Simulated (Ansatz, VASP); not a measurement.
# One calculation of Mo, two programs

File INCAR:

```
ALGO = Fast
EDIFF = 1E-7
ENCUT = 520
GGA = PE
ISIF = 2
ISMEAR = 0
LASPH = T
LCHARG = T
LELF = T
LREAL = F
LVHAR = T
LWAVE = F
NBANDS = 13
NELM = 100
PREC = Accurate
SIGMA = 0.15
```

The input KPOINTS:

```
k-points
0
Gamma
  22 22 22
```

The input POSCAR:

```
Mo
1.0
   -1.5238700000      1.5238700000      1.5710000000
    1.5238700000     -1.5238700000      1.5710000000
    1.5238700000      1.5238700000     -1.5710000000
Mo
1
Direct
    0.0000000000      0.0000000000      0.0000000000
```

Input for Ansatz:

```yaml
crystal:
  lattice:
    - [-1.52387, 1.52387, 1.571]
    - [1.52387, -1.52387, 1.571]
    - [1.52387, 1.52387, -1.571]
  atoms:
    - { symbol: Mo, position: [0.0, 0.0, 0.0] }
basis:
  ecutwfc: 420
kpoints:
  mp_grid: { grid: [22, 22, 22] }
hamiltonian:
  xc: pbe
scf:
  occupations: { method: gaussian, width: 0.15 }
output:
  forces: true
  stress: true
  eigenvalues: true
```

Change from the starting cell: strain -0.030 along x and y, +0.000 along z, atoms carried along.

Alike in both runs: task single point; functional PBE; k mesh 22 × 22 × 22; occupations gaussian, width 0.15 eV; no spin polarisation.

|  | VASP | Ansatz |
| --- | --- | --- |
| version | VASP 6.6.1 | Ansatz 0.2.0 |
| potentials or method | VASP PAW PBE potentials, release 64 (Mo_sv), cutoff 520 eV | scalar-relativistic, plane waves, PAW |
| valence electrons in the cell | 14 | 14 |

VASP gave:

```
gap on the k mesh at the Fermi level (eV)                     : none
pressure (GPa)                                                : 24.9
traceless stress, the component that is largest in VASP (GPa) : -7.17
```

Question: What did Ansatz give for the same quantities?

Answer: gap on the k mesh at the Fermi level (eV): none; pressure (GPa): 24.2; traceless stress, the component that is largest in VASP (GPa): -7.16.

A gap of «none» marks a metal or a gap that the smearing closes.
